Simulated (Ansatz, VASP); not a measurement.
**One calculation of Be, two programs**

```xyz
1
Lattice="-1.2918 1.2918 1.2918 1.2918 -1.2918 1.2918 1.2918 1.2918 -1.2918" Properties=species:S:1:pos:R:3 pbc="T T T"
Be    0.0000    0.0000    0.0000
```

Alike in both runs: task single point; functional PBE; k mesh 24 × 24 × 24; occupations gaussian, width 0.1 eV; no spin polarisation.

|  | VASP | Ansatz |
| --- | --- | --- |
| version | VASP 6.6.1 | Ansatz 0.2.0 |
| potentials or method | VASP PAW PBE potentials, release 64 (Be), cutoff 520 eV | scalar-relativistic, plane waves, PAW |
| valence electrons in the cell | 2 | 2 |

|  | VASP | Ansatz | Ansatz less VASP |
| --- | --- | --- | --- |
| gap on the k mesh at the Fermi level (eV) | none | none | - |
| pressure (GPa) | -10.1 | -10.2 | -0.10 |

A gap of «none» marks a metal or a gap that the smearing closes. With one functional, cell and mesh, what is left measures potentials, basis and numerics.
